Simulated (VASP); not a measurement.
A run of VASP 6.6.1:

INCAR

```
  PREC = Accurate
  ENCUT = 520
  EDIFF = 1E-7
  ISMEAR = -1
  SIGMA = 0.1
  LREAL = F
  LASPH = T
  NELM = 100
  ALGO = Normal
  ISIF = 2
  LWAVE = F
  LCHARG = T
  GGA = PE
  LELF = T
  LVHAR = T
  NBANDS = 16
```

Contents of KPOINTS:

```
Automatic mesh
0
Gamma
  15 15 15
```

Contents of POSCAR:

```
TiN
1.0
    0.0000000000      1.8302598574      1.8302598574
    1.8302598574      0.0000000000      1.8302598574
    1.8302598574      1.8302598574      0.0000000000
Ti N
1 1
Direct
    0.0000000000      0.0000000000      0.0000000000
    0.5000000000      0.5000000000      0.5000000000
```

Potentials or basis: VASP PAW PBE potentials, release 64 (Ti_sv, N).

Run with:

```sh
$ cat potpaw_PBE.64/Ti_sv/POTCAR potpaw_PBE.64/N/POTCAR > POTCAR
$ mpirun -np 1 vasp_std > vasp.out
```

Hardware: 1 thread of Intel Xeon 8259CL, on a shared host.

Problem. Estimate the wall time of this run.

Solution. It took 30 s on 1 thread of Intel Xeon 8259CL, on a shared host, peak memory 0.14 GiB. Counts: scf iterations 16, k points 120.
